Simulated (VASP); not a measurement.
# Se in VASP: a series of runs

Runs on Se. Level: PBE. Tasks: single point, molecular dynamics.

Everything below comes from runs of VASP 6.6.1. Logs are shortened: lines on timing, memory, paths and dates and some standing lists are left out, and cuts for length are marked.

### Step 1. The cell of the first run

The typed cell holds 3 atoms: a = 4.355 Å, b = 4.355 Å, c = 4.949 Å, α = 90.00°, β = 90.00°, γ = 120.00°.

### Step 2. Single point, PBE

File INCAR:

```
SYSTEM = Se
PREC = Accurate
ENCUT = 520
EDIFF = 1E-7
ISMEAR = -1
SIGMA = 0.08
LREAL = .FALSE.
LASPH = .TRUE.
NELM = 100
ALGO = Normal
ISIF = 2
LWAVE = .FALSE.
LCHARG = .FALSE.
GGA = PE
NBANDS = 16
```

File KPOINTS:

```
Automatic mesh
0
G
  5 5 4
  0 0 0
```

File POSCAR:

```
Se
1.0
    4.3551700000      0.0000000000      0.0000000000
   -2.1775850000      3.7716878578      0.0000000000
    0.0000000000      0.0000000000      4.9494500000
Se
3
Direct
    0.2230357295      0.0025177057      0.1621046783
    0.0001352341      0.2121914724      0.8340304478
    0.7768291878      0.7852911247      0.5038648739
```

Potentials or basis: VASP PAW PBE potentials, release 64 (Se).

Command:

```
$ cat potpaw_PBE.64/Se/POTCAR > POTCAR
$ mpirun -np 1 vasp_std > vasp.out
```

OUTCAR:

```text
SYSTEM = Se
   PREC = Accurate
   ENCUT = 520
   EDIFF = 1E-7
   ISMEAR = -1
   LREAL = .FALSE.
   LASPH = .TRUE.
   NELM = 100
   ISIF = 2
   GGA = PE

 ion  position               nearest neighbor table
   1  0.223  0.003  0.162-   2 2.30   3 2.39
   2  0.000  0.212  0.834-   3 2.29   1 2.30
   3  0.777  0.785  0.504-   2 2.29   1 2.39

  LATTYP: Found a hexagonal cell.
 ALAT       =     4.3551700000
 C/A-ratio  =     1.1364539157

  Lattice vectors:

 A1 = (   4.3551700000,   0.0000000000,   0.0000000000)
 A2 = (  -2.1775850000,   3.7716878578,   0.0000000000)
 A3 = (   0.0000000000,   0.0000000000,   4.9494500000)

Analysis of symmetry for initial positions (statically):
=====================================================================
 Subroutine PRICEL returns:
 Original cell was already a primitive cell.

 Routine SETGRP: Setting up the symmetry group for a
 hexagonal supercell.

 Subroutine GETGRP returns: Found  1 space group operations
 (whereof  1 operations were pure point group operations)
 out of a pool of 24 trial point group operations.

The static configuration has the point symmetry C_1 .

Analysis of symmetry for dynamics (positions and initial velocities):
=====================================================================
 Subroutine PRICEL returns:
 Original cell was already a primitive cell.

 Routine SETGRP: Setting up the symmetry group for a
 hexagonal supercell.

 Subroutine GETGRP returns: Found  1 space group operations
 (whereof  1 operations were pure point group operations)
 out of a pool of 24 trial point group operations.

The dynamic configuration has the point symmetry C_1 .

 Subroutine INISYM returns: Found  1 space group operations
 (whereof  1 operations are pure point group operations),
 and found     1 'primitive' translations

----------------------------------------------------------------------------------------

                                     Primitive cell

  volume of cell :      81.3014

  direct lattice vectors                    reciprocal lattice vectors
     4.355170000  0.000000000  0.000000000     0.229612162  0.132566644  0.000000000
[... 78 lines left out ...]
 SYSTEM =  Se
   PREC   = accura    normal or accurate (medium, high low for compatibility)
   ISTART =      0    job   : 0-new  1-cont  2-samecut
   ICHARG =      2    charge: 1-file 2-atom 10-const
   ISPIN  =      1    spin polarized calculation?
   LNONCOLLINEAR =      F non collinear calculations
   LSORBIT =      F    spin-orbit coupling
   LASPH  =      T    aspherical Exc in radial PAW
   ENCUT  =  520.0 eV  38.22 Ry    6.18 a.u.   8.10  8.10  9.20*2*pi/ulx,y,z
   NELM   =    100;   NELMIN=  2; NELMDL= -5     # of ELM steps
   EDIFF  = 0.1E-06   stopping-criterion for ELM
   LREAL  =      F    real-space projection
   EDIFFG = 0.1E-05   stopping-criterion for IOM
   NSW    =      0    number of steps for IOM
   IBRION =     -1    ionic relax: 0-MD 1-quasi-New 2-CG
   NFREE  =      0    steps in history (QN), initial steepest desc. (CG)
   ISIF   =      2    stress and relaxation
   ISYM   =      2    0-nonsym 1-usesym 2-fastsym
   POTIM  = 0.5000    time-step for ionic-motion
   TEBEG  =    0.0;   TEEND  =   0.0 temperature during run
   PSTRESS=    0.0 pullay stress
   NELECT =      18.0000    total number of electrons
   NUPDOWN=      -1.0000    fix difference up-down
   EMIN   =  10.00;   EMAX   =-10.00  energy-range for DOS
   EFERMI =   0.00;   METHOD = LEGACY
   ISMEAR =    -1;   SIGMA  =   0.08  broadening in eV -4-tet -1-fermi 0-gaus
   EFERMI_NEDOS =   21; number of points for ismear=-14 and -15
   IALGO  =     38    algorithm
   IMIX   =      4    mixing-type and parameters
     AMIX     =   0.40;   BMIX     =  1.00
     AMIX_MAG =   1.60;   BMIX_MAG =  1.00
  volume/ion in A,a.u.               =      27.10       182.88
  Fermi-wavevector in a.u.,A,eV,Ry     =   0.990375  1.871538 13.345178  0.980843
  Thomas-Fermi vector in A             =   2.122041
   LORBIT       =      0    0 simple, 1 ext, 2 COOP (PROOUT), +10 PAW based schemes
   GGA     = PE    functional components
   LHFCALC =     F    Hartree Fock is set to
   AEXX    =    0.0000 exact exchange contribution
   IVDW    =     0    specifies the selected vdW correction
   LEPSILON=     F    determine dielectric tensor
   LRPA    =     F    only Hartree local field effects (RPA)
 non-spin polarized calculation
  energy-cutoff  :      520.00
  volume of cell :       81.30
 maximum number of plane-waves:      2202
   NGX = 17   NGY = 17   NGZ = 19

 number of electron      18.0000000 magnetization

 Free energy of the ion-electron system (eV)
  ---------------------------------------------------
  ext. energy  EPLUGINS =         0.00000000
  ---------------------------------------------------
  free energy    TOTEN  =       -10.35576846 eV

  energy without entropy =      -10.35565849  energy(sigma->0) =      -10.35571347

 E-fermi :   3.3403     XC(G=0):  -8.8339

 val. band max:        2.7926241578   @ k =   0.4000   0.2000   0.5000
 cond. band min:       3.8570377721   @ k =   0.0000   0.0000   0.5000
 fundamental gap:      1.0644136143
 Fermi energy:         3.3402738659

 k-point     1 :       0.0000    0.0000    0.0000
  band No.  band energies     occupation
      1     -13.3918      2.00000
      2      -9.2176      2.00000
      3      -8.9232      2.00000
      4      -1.2814      2.00000
      5      -1.2010      2.00000
      6      -1.0109      2.00000
[... 433 lines left out ...]
      3      -8.0729      2.00000
      4      -2.6223      2.00000
      5      -2.3180      2.00000
      6      -0.8196      2.00000
[... 8 lines left out ...]
     15      10.8468      0.00000
     16      11.6847      0.00000

 [... further k-points ...]
[... 5 lines left out ...]
  --------------------------------------------------------------------------------------
  -------------------------------------------------------------------------------------
  Total        2.1362145      2.6140077      3.8765050     -0.3323071      0.5029254      0.7694851
  in kB       42.0976307     51.5133326     76.3929236     -6.5486601      9.9109742     15.1639726
  external PRESSURE =      56.6679623 kB  Pullay stress =       0.0000000 kB

 VOLUME and BASIS-vectors are now :
 -----------------------------------------------------------------------------
  energy-cutoff  :      520.00
  volume of cell :       81.30
      direct lattice vectors                 reciprocal lattice vectors
     4.355170000  0.000000000  0.000000000     0.229612162  0.132566644  0.000000000
    -2.177585000  3.771687858  0.000000000     0.000000000  0.265133287  0.000000000
     0.000000000  0.000000000  4.949450000     0.000000000  0.000000000  0.202042651

 POSITION                                       TOTAL-FORCE (eV/Angst)
 -----------------------------------------------------------------------------------
      0.96588      0.00950      0.80233         0.986406     -0.220434      0.508153
     -0.46148      0.80032      4.12799        -0.706723      1.292689      0.016902
      1.67319      2.96187      2.49385        -0.279683     -1.072255     -0.525054
 -----------------------------------------------------------------------------------
    total drift:                                0.000084      0.000076     -0.000008

  FREE ENERGIE OF THE ION-ELECTRON SYSTEM (eV)
  ---------------------------------------------------
  free  energy   TOTEN  =       -10.3557684605 eV

  energy  without entropy=      -10.3556584869  energy(sigma->0) =      -10.35571347
```

OSZICAR:

```text
N       E                     dE             d eps       ncg     rms          rms(c)
DAV:   1     0.815521152100E+02    0.81552E+02   -0.72102E+03  1632   0.934E+02
DAV:   2    -0.524766520195E+01   -0.86800E+02   -0.82376E+02  2216   0.155E+02
DAV:   3    -0.104029138630E+02   -0.51552E+01   -0.51383E+01  1992   0.427E+01
DAV:   4    -0.104387467636E+02   -0.35833E-01   -0.35828E-01  2192   0.422E+00
DAV:   5    -0.104390036890E+02   -0.25693E-03   -0.25692E-03  2056   0.353E-01    0.759E+00
DAV:   6    -0.103772008176E+02    0.61803E-01   -0.37953E-02  1952   0.121E+00    0.470E+00
DAV:   7    -0.103563828188E+02    0.20818E-01   -0.78244E-02  1912   0.169E+00    0.215E-01
DAV:   8    -0.103555923539E+02    0.79046E-03   -0.85922E-03  1832   0.575E-01    0.111E-01
DAV:   9    -0.103557012833E+02   -0.10893E-03   -0.36636E-04  2320   0.113E-01    0.438E-02
DAV:  10    -0.103557625543E+02   -0.61271E-04   -0.44693E-05  1816   0.451E-02    0.113E-02
DAV:  11    -0.103557677559E+02   -0.52016E-05   -0.59568E-06  2208   0.153E-02    0.388E-03
DAV:  12    -0.103557684827E+02   -0.72677E-06   -0.13538E-06  2040   0.752E-03    0.993E-04
DAV:  13    -0.103557684605E+02    0.22176E-07   -0.11548E-07  1768   0.222E-03
   1 F= -.10355768E+02 E0= -.10355713E+02  d E =-.109974E-03
```

It took 76 s on 1 thread of Intel Xeon 8259CL, shared host; peak memory 0.21 GiB.

What came out:

```yaml
Free_energy: -10.3558 eV
Pressure: 5.7 GPa
Largest_force: 1.473 eV/Å
Band_gap_on_the_k_mesh: 1.06 eV (least direct gap 1.13 eV)
```

Forces on the atoms (eV/Å):
```
Se   0.986 -0.220  0.508
Se  -0.707  1.293  0.017
Se  -0.280 -1.072 -0.525
```

Stress tensor (GPa, compression positive):
```
 4.21 -0.65  1.52
-0.65  5.15  0.99
 1.52  0.99  7.64
```

Levels at points of the mesh, in eV from the valence-band top:
```tsv
k point	band 5	band 6	band 7	band 8	band 9	band 10	band 11	band 12	band 13	band 14
(0.00, 0.00, 0.00)	-3.99	-3.80	-2.30	-2.13	-0.45	1.82	2.10	2.49	5.99	6.26
(0.00, 0.00, 0.50)	-3.55	-3.49	-1.64	-1.57	-1.25	1.06	1.40	1.56	6.10	7.30
```

Caveat: the cell stands under pressure; forces of over 1 eV/Å act on the atoms, so gaps and moduli don't describe the material at rest. A k mesh can miss the band edges.

### Step 3. Single point, PBE

File INCAR:

```
PREC = Accurate ; ENCUT = 520
EDIFF = 1E-6 ; ISMEAR = -1
SIGMA = 0.08 ; LREAL = F
LASPH = T ; NELM = 80
ALGO = Normal ; ISIF = 2
LWAVE = F ; LCHARG = F
GGA = PE ; NBANDS = 16
```

File KPOINTS:

```
regular mesh
0
Gamma
  5 5 4
```

File POSCAR:

```
Se
1.0
    4.3551700000      0.0000000000      0.0000000000
   -2.1775850000      3.7716878578      0.0000000000
    0.0000000000      0.0000000000      4.9494500000
Se
3
Direct
    0.2334161850      0.0037556130      0.1597906838
    0.0004713700      0.2149642363      0.8347911384
    0.7661124638      0.7812801884      0.5054181778
```

Potentials or basis: VASP PAW PBE potentials, release 64 (Se).

Command:

```
$ cat potpaw_PBE.64/Se/POTCAR > POTCAR
$ mpirun -np 1 vasp_std > vasp.out
```

Wall time 71 s (1 thread of Intel Xeon 8259CL, shared host); peak memory 0.21 GiB.

It converged, with:

* Free energy: -10.4033 eV
* Pressure: 3.9 GPa
* Largest force: 1.083 eV/Å
* Band gap on the k mesh: 0.77 eV (least direct gap 1.09 eV)

Forces in eV/Å, atoms in the order of the input:
```
Se   0.401 -0.274  0.626
Se  -0.502  0.960  0.006
Se   0.101 -0.686 -0.632
```

Stress tensor (GPa, compression positive):
```
 2.37 -0.94  2.01
-0.94  3.86  1.29
 2.01  1.29  5.49
```

Levels at points of the mesh, in eV from the valence-band top:
```
           k point  band 7  band 8  band 9  band 10  band 11  band 12
(0.00, 0.00, 0.00)   -2.27   -2.02   -0.49     1.51     1.97     2.37
(0.00, 0.00, 0.50)   -1.70   -1.59   -1.23     0.77     1.37     1.49
```

Caveat: the cell stands under pressure; forces of over 1 eV/Å act on the atoms, so gaps and moduli don't describe the material at rest. A k mesh can miss the band edges.

### Step 4. Single point, PBE

File INCAR:

```
SYSTEM = Se
PREC = Accurate ; ENCUT = 520
EDIFF = 1E-6 ; ISMEAR = -1
SIGMA = 0.08 ; LREAL = .FALSE.
LASPH = .TRUE. ; NELM = 100
ALGO = Normal ; ISIF = 2
LWAVE = .FALSE. ; LCHARG = .TRUE.
GGA = PE ; LELF = .TRUE.
LVHAR = .TRUE. ; NBANDS = 16
```

File KPOINTS:

```
regular mesh
0
G
  5 5 4
  0 0 0
```

File POSCAR:

```
Se
1.0
    4.3551700000      0.0000000000      0.0000000000
   -2.1775850000      3.7716878578      0.0000000000
    0.0000000000      0.0000000000      4.9494500000
Se
3
Direct
    0.2433537241      0.0035042667      0.1600985968
    0.0009720521      0.2219929198      0.8354524240
    0.7556742427      0.7745028513      0.5044489792
```

Potentials or basis: VASP PAW PBE potentials, release 64 (Se).

Command:

```
$ cat potpaw_PBE.64/Se/POTCAR > POTCAR
$ mpirun -np 1 vasp_std > vasp.out
```

OUTCAR:

```text
SYSTEM = Se
   PREC = Accurate
   ENCUT = 520
   EDIFF = 1E-6
   ISMEAR = -1
   LREAL = .FALSE.
   LASPH = .TRUE.
   NELM = 100
   ISIF = 2
   GGA = PE

 ion  position               nearest neighbor table
   1  0.243  0.004  0.160-   2 2.37   3 2.51
   2  0.001  0.222  0.835-   3 2.35   1 2.37
   3  0.756  0.775  0.504-   2 2.35   1 2.51

  LATTYP: Found a hexagonal cell.
 ALAT       =     4.3551700000
 C/A-ratio  =     1.1364539157

  Lattice vectors:

 A1 = (   4.3551700000,   0.0000000000,   0.0000000000)
 A2 = (  -2.1775850000,   3.7716878578,   0.0000000000)
 A3 = (   0.0000000000,   0.0000000000,   4.9494500000)

Analysis of symmetry for initial positions (statically):
=====================================================================
 Subroutine PRICEL returns:
 Original cell was already a primitive cell.

 Routine SETGRP: Setting up the symmetry group for a
 hexagonal supercell.

 Subroutine GETGRP returns: Found  1 space group operations
 (whereof  1 operations were pure point group operations)
 out of a pool of 24 trial point group operations.
[... 158 lines left out ...]
  ext. energy  EPLUGINS =         0.00000000
  ---------------------------------------------------
  free energy    TOTEN  =       -10.43733157 eV

  energy without entropy =      -10.43652011  energy(sigma->0) =      -10.43692584

 E-fermi :   3.1253     XC(G=0):  -8.8968

 val. band max:        2.8077575520   @ k =   0.4000   0.2000   0.5000
 cond. band min:       3.3631779152   @ k =   0.0000   0.0000   0.5000
 fundamental gap:      0.5554203632
 Fermi energy:         3.1253177743

 k-point     1 :       0.0000    0.0000    0.0000
  band No.  band energies     occupation
      1     -13.0155      2.00000
      2      -9.1605      2.00000
      3      -8.7545      2.00000
      4      -1.1612      2.00000
      5      -1.0980      2.00000
      6      -0.8323      2.00000
[... 433 lines left out ...]
      3      -8.3066      2.00000
      4      -2.3602      2.00000
      5      -2.1348      2.00000
      6      -0.8265      2.00000
[... 8 lines left out ...]
     15      11.0709      0.00000
     16      11.6320      0.00000

 [... further k-points ...]
[... 5 lines left out ...]
  --------------------------------------------------------------------------------------
  -------------------------------------------------------------------------------------
  Total        0.1351213      0.9713265      1.4800472     -0.4789061      0.5228329      0.8562935
  in kB        2.6627877     19.1415907     29.1667719     -9.4376338     10.3032838     16.8746747
  external PRESSURE =      16.9903835 kB  Pullay stress =       0.0000000 kB

 VOLUME and BASIS-vectors are now :
 -----------------------------------------------------------------------------
  energy-cutoff  :      520.00
  volume of cell :       81.30
      direct lattice vectors                 reciprocal lattice vectors
     4.355170000  0.000000000  0.000000000     0.229612162  0.132566644  0.000000000
    -2.177585000  3.771687858  0.000000000     0.000000000  0.265133287  0.000000000
     0.000000000  0.000000000  4.949450000     0.000000000  0.000000000  0.202042651

 POSITION                                       TOTAL-FORCE (eV/Angst)
 -----------------------------------------------------------------------------------
      1.05222      0.01322      0.79240        -0.172605     -0.210179      0.477409
     -0.47918      0.83729      4.13503        -0.210650      0.417262     -0.035012
      1.60454      2.92118      2.49675         0.383255     -0.207083     -0.442397
 -----------------------------------------------------------------------------------
    total drift:                               -0.000025      0.000177     -0.000027

  FREE ENERGIE OF THE ION-ELECTRON SYSTEM (eV)
  ---------------------------------------------------
  free  energy   TOTEN  =       -10.4373315733 eV

  energy  without entropy=      -10.4365201084  energy(sigma->0) =      -10.43692584
```

OSZICAR:

```text
N       E                     dE             d eps       ncg     rms          rms(c)
DAV:   1     0.804997817211E+02    0.80500E+02   -0.72080E+03  1632   0.935E+02
DAV:   2    -0.536531539868E+01   -0.85865E+02   -0.81483E+02  2224   0.154E+02
DAV:   3    -0.104775230339E+02   -0.51122E+01   -0.50958E+01  2000   0.424E+01
DAV:   4    -0.105124991207E+02   -0.34976E-01   -0.34971E-01  2200   0.418E+00
DAV:   5    -0.105127441273E+02   -0.24501E-03   -0.24500E-03  2104   0.345E-01    0.677E+00
DAV:   6    -0.104568106619E+02    0.55933E-01   -0.33463E-02  2048   0.117E+00    0.418E+00
DAV:   7    -0.104376821067E+02    0.19129E-01   -0.68940E-02  2000   0.162E+00    0.193E-01
DAV:   8    -0.104371688100E+02    0.51330E-03   -0.67957E-03  1856   0.502E-01    0.105E-01
DAV:   9    -0.104372610531E+02   -0.92243E-04   -0.36285E-04  2352   0.106E-01    0.480E-02
DAV:  10    -0.104373251620E+02   -0.64109E-04   -0.48414E-05  1960   0.463E-02    0.155E-02
DAV:  11    -0.104373306799E+02   -0.55178E-05   -0.69594E-06  2304   0.173E-02    0.376E-03
DAV:  12    -0.104373315733E+02   -0.89346E-06   -0.16219E-06  1664   0.839E-03
   1 F= -.10437332E+02 E0= -.10436926E+02  d E =-.811465E-03
```

It took 73 s on 1 thread of Intel Xeon 8259CL, shared host; peak memory 0.21 GiB.

Results:

```yaml
Free_energy: -10.4373 eV
Pressure: 1.7 GPa
Largest_force: 0.621 eV/Å
Band_gap_on_the_k_mesh: 0.56 eV (least direct gap 1.10 eV)
```

Forces on the atoms (eV/Å):
```
Se  -0.173 -0.210  0.477
Se  -0.211  0.417 -0.035
Se   0.383 -0.207 -0.442
```

Stress tensor (GPa, compression positive):
```
 0.27 -0.94  1.69
-0.94  1.91  1.03
 1.69  1.03  2.92
```

A k mesh can miss the band edges. Expect the measured gap to be larger: semilocal functionals such as PBE lack the derivative discontinuity.

[end of part 1 of 2]
